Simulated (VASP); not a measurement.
Here is a VASP 6.6.1 calculation.

File INCAR:

```
SYSTEM = MnO2
PREC = Accurate
ENCUT = 520
EDIFF = 1E-6
ISMEAR = -1
SIGMA = 0.05
LREAL = .FALSE.
LASPH = .TRUE.
NELM = 150
ALGO = Normal
ISIF = 2
LWAVE = .FALSE.
LCHARG = .FALSE.
ISPIN = 2
MAGMOM = 4 0 0
LORBIT = 11
LMAXMIX = 4
NBANDS = 24
```

File KPOINTS:

```
Automatic mesh
0
G
  11 11 11
  0 0 0
```

POSCAR

```
MnO2
1.0
    1.4472321903      0.8355598946      4.6442533328
   -1.4472321903      0.8355598946      4.6442533328
    0.0000000000     -1.6711197893      4.6442533328
Mn O
1 2
Direct
    0.0000000000      0.0000000000      0.0000000000
    0.7356355100      0.7356355100      0.7356355100
    0.2643644900      0.2643644900      0.2643644900
```

Potentials or basis: VASP PAW LDA potentials, release 64 (Mn_pv, O).

Launch:

```console
$ cat potpaw_LDA.64/Mn_pv/POTCAR potpaw_LDA.64/O/POTCAR > POTCAR
$ mpirun -np 1 vasp_std > vasp.out
```

Problem. What does it give for the site moments?

Solution. Mn +2.82; O +0.04 μB.

Problem. Predict the pressure.

Solution. -14.6 GPa.

Problem. Estimate the net moment.

Solution. 3.00 μB per cell.

Stress tensor (GPa, compression positive):
```
-16.56   0.00   0.00
  0.00 -16.56   0.00
  0.00   0.00 -10.56
```

Caveat: a cell with one magnetic atom can't hold antiferromagnetic order, which such compounds often take.
